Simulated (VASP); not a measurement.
Here is a VASP 6.6.1 calculation.

File INCAR:

```
SYSTEM = Zn
ALGO     = Fast           ! electronic algorithm
EDIFF    = 1E-6           ! SCF threshold, eV
ENCUT    = 520            ! plane-wave cutoff, eV
GGA      = PE             ! functional
ISIF     = 2              ! what is computed and relaxed
ISMEAR   = 0              ! smearing method
LASPH    = .True.         ! aspherical terms in the spheres
LCHARG   = .False.        ! write CHGCAR
LREAL    = .False.        ! projectors in reciprocal space
LWAVE    = .False.        ! write WAVECAR
NBANDS   = 12             ! bands
NELM     = 60             ! most SCF steps
PREC     = Accurate       ! precision mode
SIGMA    = 0.15           ! smearing width, eV
```

Contents of KPOINTS:

```
k-points
0
Gamma
  20 20 20
  0 0 0
```

The input POSCAR:

```
Zn
1.0
   -0.1375037539      1.9643393415      2.1018430954
    1.9643393415     -0.1375037539      2.1018430954
    1.8268355876      1.8268355876      0.0000000000
Zn
1
Direct
    0.0000000000      0.0000000000      0.0000000000
```

Potentials or basis: VASP PAW PBE potentials, release 64 (Zn).

The run is started by

```console
$ cat potpaw_PBE.64/Zn/POTCAR > POTCAR
$ mpirun -np 1 vasp_std > vasp.out
```

**Question.** Estimate the band gap on the k mesh.

**Answer.** Zero (bands 6 and 7 overlap by 4.37 eV).

**Question.** Estimate the pressure.

**Answer.** -2.5 GPa.

Stress tensor (GPa, compression positive):
```
-0.55  0.73  0.00
 0.73 -0.55  0.00
 0.00  0.00 -6.28
```

Caveat: the cell differs from its parent crystal (engineering shear strain xy -0.1400, normal strain along z +0.0700).
